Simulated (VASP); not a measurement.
Input of a VASP 6.6.1 run:

Contents of INCAR:

```
ALGO = Normal ; EDIFF = 1E-6
ENCUT = 520 ; GGA = PE
ISIF = 2 ; ISMEAR = 0
LASPH = T ; LCHARG = T
LELF = T ; LREAL = F
LVHAR = T ; LWAVE = F
NBANDS = 26 ; NELM = 60
PREC = Accurate ; SIGMA = 0.2
```

KPOINTS

```
k-points
0
Gamma
  4 4 4
```

POSCAR

```
Si
1.0
    5.3902161045     -0.0016115802      0.0001238940
   -0.0007297144      4.9471281752      0.0011787423
   -0.0012902807     -0.0009585113      4.5864293031
Si
8
Direct
    0.1635550740     -0.0000038896      0.0000959033
   -0.1631874871     -0.0000909590      0.4996120341
    0.0859096165      0.5001129130      0.0001594832
   -0.0865694247      0.4999845015      0.5001954254
    0.6637545202      0.9998772567     -0.0004988872
    0.3365342459      1.0001914361      0.5001471206
    0.5860892949      0.4998282692      0.0002535498
    0.4139141603      0.5001004720      0.5000353707
```

Potentials or basis: VASP PAW PBE potentials, release 64 (Si).

Command:

```sh
$ cat potpaw_PBE.64/Si/POTCAR > POTCAR
$ mpirun -np 1 vasp_std > vasp.out
```

Question: Predict the band gap on the k mesh.

Answer: Zero (bands 16 and 17 overlap by 2.81 eV).

Question: What does it give for the pressure?

Answer: 0.0 GPa.

Question: Estimate the largest force.

Answer: 0.010 eV/Å.

Stress tensor (GPa, compression positive):
```
 0.13  0.01  0.02
 0.01 -0.01  0.00
 0.02  0.00 -0.07
```
